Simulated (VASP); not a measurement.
The system is HfW.

```xyz
4
Lattice="1.9480 -5.1324 0.0000 1.9480 5.1324 0.0000 0.0000 0.0000 3.8795" Properties=species:S:1:pos:R:3 pbc="T T T"
Hf    1.9480    1.4946    2.9096
Hf    1.9480   -1.4946    0.9699
W     1.9480    4.3359    2.9096
W     1.9480   -4.3359    0.9699
```

- Program: VASP 6.6.1
- Task: relaxation of cell and atoms
- Functional: PBE
- Potentials or basis: VASP PAW PBE potentials, release 64 (Hf_pv, W_sv)
- Cutoff: 600 eV
- k mesh: 6 × 6 × 4
- Occupations: gaussian, width 0.1 eV
- Spin: no spin polarisation

At the start: pressure 8.5 GPa; volume 19.39 Å³/atom.

Question: How do energy, volume and symmetry change on relaxing?

Answer: Over 23 steps the energy falls by 191.3 meV/atom and the volume is 19.61 Å³/atom (+1.1 %); space group Cmcm (No. 63, to 0.1 Å) before and after.

Step by step:
```
step  energy change (eV)  largest force (eV/Å)  pressure (GPa)  volume (Å³)
   1              0.0000                0.7421            8.48        77.57
   2              0.1948                1.3104          -13.28        89.63
   3             -0.1361                0.6860           -1.59        82.06
   4             -0.2400                0.4924           -1.88        82.19
   5             -0.3987                0.6728           -2.10        82.28
   6             -0.3902                2.4658           -0.93        81.69
   7             -0.4414                1.4515           -1.76        82.17
   8             -0.4843                1.3576           -1.92        82.02
   9             -0.5915                1.1686           -2.27        81.49
  10             -0.6589                0.8725           -2.12        80.10
  11             -0.6619                0.9782           -2.26        80.55
  12             -0.6917                0.8459           -1.40        80.01
  13             -0.7407                0.4165            1.37        78.38
  14             -0.7426                0.2932            2.16        77.95
  15             -0.7576                0.1551            0.27        78.59
  16             -0.7589                0.1385           -0.45        78.85
  17             -0.7614                0.1232           -0.26        78.70
  18             -0.7641                0.0956            0.09        78.45
  19             -0.7624                0.0407            0.84        77.94
  20             -0.7645                0.0782            0.32        78.29
  21             -0.7650                0.0410           -0.14        78.48
  22             -0.7650                0.0394           -0.17        78.49
  23             -0.7653                0.0227           -0.05        78.44
```

Final structure:
```
CELL_PARAMETERS angstrom
1.63185 -5.78382 0.00000
1.63185 5.78382 0.00000
0.00000 0.00000 4.15563
ATOMIC_POSITIONS crystal
Hf 0.33380 0.66620 0.75000
Hf 0.66620 0.33380 0.25000
W 0.06524 0.93476 0.75000
W 0.93476 0.06524 0.25000
```

Caveat: the k points lie up to 0.38 Å⁻¹ apart in the final cell, too coarse for converged energies and pressures of a metal.
